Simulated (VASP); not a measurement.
# Tl3Ga3W (Pm-3m) in VASP: single point with PBE

Aim: the single point of Tl3Ga3W with PBE.

Program: VASP 6.6.1. These are calculated values, not measurements. Logs are shortened: lines on timing, memory, paths and dates and some standing lists are left out, and cuts for length are marked.

### 1 The cell of the first run

The structure is cubic, space group Pm-3m (No. 221). Conventional cell: a = 5.507 Å, b = 5.507 Å, c = 5.507 Å, α = 90.00°, β = 90.00°, γ = 90.00°. Within 3.6 Å of Tl (site symmetry 4/mmm) lie 4 Ga at 2.75 Å. Within 3.6 Å of Ga (site symmetry 4/mmm) lie 4 Tl at 2.75 Å and 2 W at 2.75 Å. W (site symmetry m-3m) has 6 Ga at 2.75 Å within 3.6 Å.

### 2 Single point, PBE

Input file INCAR:

```
SYSTEM = Tl3Ga3W
PREC = Accurate
ENCUT = 520
EDIFF = 1E-6
ISMEAR = 0
SIGMA = 0.1
LREAL = .False.
LASPH = .True.
NELM = 100
ALGO = Fast
ISIF = 2
LWAVE = .False.
LCHARG = .False.
GGA = PE
NBANDS = 55
```

Input file KPOINTS:

```
regular mesh
0
Gamma
  4 4 4
  0 0 0
```

Input file POSCAR:

```
Tl3Ga3W
1.0
    5.5067035100      0.0000000000      0.0000000000
    0.0000000000      5.5067035100      0.0000000000
    0.0000000000      0.0000000000      5.5067035100
Tl Ga W
3 3 1
Direct
    0.5000000000      0.0000000000      0.0000000000
    0.0000000000      0.5000000000      0.0000000000
    0.0000000000      0.0000000000      0.5000000000
    0.0000000000      0.5000000000      0.5000000000
    0.5000000000      0.0000000000      0.5000000000
    0.5000000000      0.5000000000      0.0000000000
    0.5000000000      0.5000000000      0.5000000000
```

Potentials or basis: VASP PAW PBE potentials, release 64 (Tl_d, Ga_d, W_sv).

Started as:

```
$ cat potpaw_PBE.64/Tl_d/POTCAR potpaw_PBE.64/Ga_d/POTCAR potpaw_PBE.64/W_sv/POTCAR > POTCAR
$ mpirun -np 1 vasp_std > vasp.out
```

OUTCAR:

```text
SYSTEM = Tl3Ga3W
   PREC = Accurate
   ENCUT = 520
   EDIFF = 1E-6
   ISMEAR = 0
   LREAL = .False.
   LASPH = .True.
   NELM = 100
   ISIF = 2
   GGA = PE

 ion  position               nearest neighbor table
   1  0.500  0.000  0.000-   5 2.75   6 2.75   5 2.75   6 2.75   3 3.89   2 3.89   2 3.89   3 3.89
                             2 3.89   3 3.89   3 3.89   2 3.89
   2  0.000  0.500  0.000-   4 2.75   6 2.75   4 2.75   6 2.75   3 3.89   1 3.89   1 3.89   3 3.89
                             3 3.89   1 3.89   3 3.89   1 3.89
   3  0.000  0.000  0.500-   4 2.75   5 2.75   4 2.75   5 2.75   1 3.89   2 3.89   2 3.89   1 3.89
                             2 3.89   1 3.89   2 3.89   1 3.89
   4  0.000  0.500  0.500-   2 2.75   3 2.75   7 2.75   2 2.75   3 2.75   7 2.75
   5  0.500  0.000  0.500-   1 2.75   3 2.75   7 2.75   1 2.75   7 2.75   3 2.75
   6  0.500  0.500  0.000-   1 2.75   2 2.75   7 2.75   7 2.75   1 2.75   2 2.75
   7  0.500  0.500  0.500-   4 2.75   5 2.75   6 2.75   6 2.75   5 2.75   4 2.75

  LATTYP: Found a simple cubic cell.
 ALAT       =     5.5067035100

  Lattice vectors:

 A1 = (   5.5067035100,   0.0000000000,   0.0000000000)
 A2 = (   0.0000000000,   5.5067035100,   0.0000000000)
 A3 = (   0.0000000000,   0.0000000000,   5.5067035100)

Analysis of symmetry for initial positions (statically):
=====================================================================
 Subroutine PRICEL returns:
 Original cell was already a primitive cell.

 Routine SETGRP: Setting up the symmetry group for a
 simple cubic supercell.

 Subroutine GETGRP returns: Found 48 space group operations
 (whereof 48 operations were pure point group operations)
 out of a pool of 48 trial point group operations.

The static configuration has the point symmetry O_h .

Analysis of symmetry for dynamics (positions and initial velocities):
=====================================================================
 Subroutine PRICEL returns:
 Original cell was already a primitive cell.

 Routine SETGRP: Setting up the symmetry group for a
 simple cubic supercell.

 Subroutine GETGRP returns: Found 48 space group operations
 (whereof 48 operations were pure point group operations)
 out of a pool of 48 trial point group operations.

The dynamic configuration has the point symmetry O_h .

 Subroutine INISYM returns: Found 48 space group operations
 (whereof 48 operations are pure point group operations),
 and found     1 'primitive' translations

----------------------------------------------------------------------------------------

                                     Primitive cell

  volume of cell :     166.9841

  direct lattice vectors                    reciprocal lattice vectors
     5.506703510  0.000000000  0.000000000     0.181596848  0.000000000  0.000000000
     0.000000000  5.506703510  0.000000000     0.000000000  0.181596848  0.000000000
     0.000000000  0.000000000  5.506703510     0.000000000  0.000000000  0.181596848

  length of vectors
     5.506703510  5.506703510  5.506703510     0.181596848  0.181596848  0.181596848

  position of ions in fractional coordinates (direct lattice)
     0.500000000  0.000000000  0.000000000
     0.000000000  0.500000000  0.000000000
     0.000000000  0.000000000  0.500000000
     0.000000000  0.500000000  0.500000000
     0.500000000  0.000000000  0.500000000
     0.500000000  0.500000000  0.000000000
     0.500000000  0.500000000  0.500000000

  ion indices of the primitive-cell ions
   primitive index   ion index
                 1           1
                 2           2
                 3           3
                 4           4
                 5           5
                 6           6
                 7           7

----------------------------------------------------------------------------------------

 KPOINTS: regular mesh

Automatic generation of k-mesh.
 Grid dimensions read from file:
 generate k-points for:    4    4    4

 Generating k-lattice:

  Cartesian coordinates                     Fractional coordinates (reciprocal lattice)
     0.045399212  0.000000000  0.000000000     0.250000000  0.000000000  0.000000000
     0.000000000  0.045399212  0.000000000     0.000000000  0.250000000  0.000000000
     0.000000000  0.000000000  0.045399212     0.000000000  0.000000000  0.250000000

  Length of vectors
     0.045399212  0.045399212  0.045399212

  Shift w.r.t. Gamma in fractional coordinates (k-lattice)
     0.000000000  0.000000000  0.000000000

 Subroutine IBZKPT returns following result:
 ===========================================

 Found     10 irreducible k-points:

 Following reciprocal coordinates:
            Coordinates               Weight
  0.000000  0.000000  0.000000      1.000000
  0.250000  0.000000  0.000000      6.000000
  0.500000  0.000000  0.000000      3.000000
  0.250000  0.250000  0.000000     12.000000
  0.500000  0.250000  0.000000     12.000000
  0.500000  0.500000  0.000000      3.000000
  0.250000  0.250000  0.250000      8.000000
  0.500000  0.250000  0.250000     12.000000
  0.500000  0.500000  0.250000      6.000000
  0.500000  0.500000  0.500000      1.000000
   k-points           NKPTS =     10   k-points in BZ     NKDIM =     10   number of bands    NBANDS=     55
   number of dos      NEDOS =    301   number of ions     NIONS =      7
   total plane-waves  NPLWV =  74088
   dimension x,y,z NGX =    42 NGY =   42 NGZ =   42
   dimension x,y,z NGXF=    84 NGYF=   84 NGZF=   84
   ions per type =               3   3   1
   NGX,Y,Z   is equivalent  to a cutoff of  12.68, 12.68, 12.68 a.u.
   NGXF,Y,Z  is equivalent  to a cutoff of  25.36, 25.36, 25.36 a.u.
 SYSTEM =  Tl3Ga3W
   PREC   = accura    normal or accurate (medium, high low for compatibility)
   ISTART =      0    job   : 0-new  1-cont  2-samecut
   ICHARG =      2    charge: 1-file 2-atom 10-const
   ISPIN  =      1    spin polarized calculation?
   LNONCOLLINEAR =      F non collinear calculations
   LSORBIT =      F    spin-orbit coupling
   LASPH  =      T    aspherical Exc in radial PAW
   ENCUT  =  520.0 eV  38.22 Ry    6.18 a.u.  10.24 10.24 10.24*2*pi/ulx,y,z
   NELM   =    100;   NELMIN=  2; NELMDL= -5     # of ELM steps
   EDIFF  = 0.1E-05   stopping-criterion for ELM
   LREAL  =      F    real-space projection
   EDIFFG = 0.1E-04   stopping-criterion for IOM
   NSW    =      0    number of steps for IOM
   IBRION =     -1    ionic relax: 0-MD 1-quasi-New 2-CG
   NFREE  =      0    steps in history (QN), initial steepest desc. (CG)
   ISIF   =      2    stress and relaxation
   ISYM   =      2    0-nonsym 1-usesym 2-fastsym
   POTIM  = 0.5000    time-step for ionic-motion
   TEBEG  =    0.0;   TEEND  =   0.0 temperature during run
   PSTRESS=    0.0 pullay stress
   NELECT =      92.0000    total number of electrons
   NUPDOWN=      -1.0000    fix difference up-down
   EMIN   =  10.00;   EMAX   =-10.00  energy-range for DOS
   EFERMI =   0.00;   METHOD = LEGACY
   ISMEAR =     0;   SIGMA  =   0.10  broadening in eV -4-tet -1-fermi 0-gaus
   EFERMI_NEDOS =   21; number of points for ismear=-14 and -15
   IALGO  =     68    algorithm
   IMIX   =      4    mixing-type and parameters
     AMIX     =   0.40;   BMIX     =  1.00
     AMIX_MAG =   1.60;   BMIX_MAG =  1.00
  volume/ion in A,a.u.               =      23.85       160.98
  Fermi-wavevector in a.u.,A,eV,Ry     =   1.342082  2.536167 24.506601  1.801184
  Thomas-Fermi vector in A             =   2.470264
   LORBIT       =      0    0 simple, 1 ext, 2 COOP (PROOUT), +10 PAW based schemes
   GGA     = PE    functional components
   LHFCALC =     F    Hartree Fock is set to
   AEXX    =    0.0000 exact exchange contribution
   IVDW    =     0    specifies the selected vdW correction
   LEPSILON=     F    determine dielectric tensor
   LRPA    =     F    only Hartree local field effects (RPA)
 non-spin polarized calculation
 RMM-DIIS sequential band-by-band and
 Gauss-broadening in eV      SIGMA  =   0.10
  energy-cutoff  :      520.00
  volume of cell :      166.98
 maximum number of plane-waves:      4632
 NGX is ok and might be reduce to    42
   NGX = 21   NGY = 21   NGZ = 21

 number of electron      91.9999965 magnetization

 Free energy of the ion-electron system (eV)
  ---------------------------------------------------
  ext. energy  EPLUGINS =         0.00000000
  ---------------------------------------------------
  free energy    TOTEN  =       -24.01961548 eV

  energy without entropy =      -23.98871158  energy(sigma->0) =      -24.00416353

 E-fermi :   6.0410     XC(G=0): -10.4824

 val. band max:        6.0035434390   @ k =   0.2500   0.2500   0.0000
 cond. band min:       6.0645459257   @ k =   0.5000   0.2500   0.0000
 fundamental gap:      0.0610024867
 Fermi energy:         6.0410242677

 k-point     1 :       0.0000    0.0000    0.0000
  band No.  band energies     occupation
      1     -67.8073      2.00000
      2     -31.9755      2.00000
      3     -31.9755      2.00000
      4     -31.9755      2.00000
      5      -8.9577      2.00000
      6      -8.9577      2.00000
[... 47 lines left out ...]
     54       8.6090      0.00000
     55      10.6437      0.00000

 k-point     2 :       0.2500    0.0000    0.0000
  band No.  band energies     occupation
      1     -67.8073      2.00000
      2     -31.9760      2.00000
      3     -31.9755      2.00000
      4     -31.9755      2.00000
      5      -8.9549      2.00000
      6      -8.9366      2.00000
[... 47 lines left out ...]
     54       9.3634      0.00000
     55       9.7953      0.00000
[... 404 lines left out ...]
     54      10.6002      0.00000
     55      10.6008      0.00000

 k-point    10 :       0.5000    0.5000    0.5000
  band No.  band energies     occupation
      1     -67.8074      2.00000
      2     -31.9765      2.00000
      3     -31.9765      2.00000
      4     -31.9765      2.00000
      5      -8.8645      2.00000
      6      -8.8645      2.00000
[... 47 lines left out ...]
     54      11.1182      0.00000
     55      11.1191      0.00000

------------------------ aborting loop because EDIFF is reached ----------------------------------------

  FORCE on cell =-STRESS in cart. coord.  units (eV):
  Direction    XX          YY          ZZ          XY          YZ          ZX
  --------------------------------------------------------------------------------------
  -------------------------------------------------------------------------------------
  Total        3.7272581      3.7272581      3.7272581      0.0000000     -0.0000000      0.0000000
  in kB       35.7622607     35.7622607     35.7622607      0.0000000     -0.0000000      0.0000000
  external PRESSURE =      35.7622607 kB  Pullay stress =       0.0000000 kB

 VOLUME and BASIS-vectors are now :
 -----------------------------------------------------------------------------
  energy-cutoff  :      520.00
  volume of cell :      166.98
      direct lattice vectors                 reciprocal lattice vectors
     5.506703510  0.000000000  0.000000000     0.181596848  0.000000000  0.000000000
     0.000000000  5.506703510  0.000000000     0.000000000  0.181596848  0.000000000
     0.000000000  0.000000000  5.506703510     0.000000000  0.000000000  0.181596848

 POSITION                                       TOTAL-FORCE (eV/Angst)
 -----------------------------------------------------------------------------------
      2.75335      0.00000      0.00000         0.000000      0.000000      0.000000
      0.00000      2.75335      0.00000         0.000000      0.000000      0.000000
      0.00000      0.00000      2.75335         0.000000      0.000000      0.000000
      0.00000      2.75335      2.75335         0.000000      0.000000      0.000000
      2.75335      0.00000      2.75335         0.000000      0.000000      0.000000
      2.75335      2.75335      0.00000         0.000000      0.000000      0.000000
      2.75335      2.75335      2.75335         0.000000      0.000000      0.000000
 -----------------------------------------------------------------------------------
    total drift:                                0.000000      0.000000     -0.000000

  FREE ENERGIE OF THE ION-ELECTRON SYSTEM (eV)
  ---------------------------------------------------
  free  energy   TOTEN  =       -24.0196154815 eV

  energy  without entropy=      -23.9887115843  energy(sigma->0) =      -24.00416353
```

It took 88 s on 1 thread of Intel Xeon Platinum 8488C (Sapphire Rapids), shared host; peak memory 0.3 GiB.

Results:

| Quantity | Value |
| --- | --- |
| Free energy | -24.0196 eV |
| Pressure | 3.6 GPa |
| Band gap on the k mesh | zero (band 46 reaches 6.25 eV, above the bottom of band 47 at 5.85 eV) |

Caveat: spin-orbit coupling is left out, which moves the levels of the heavy elements.
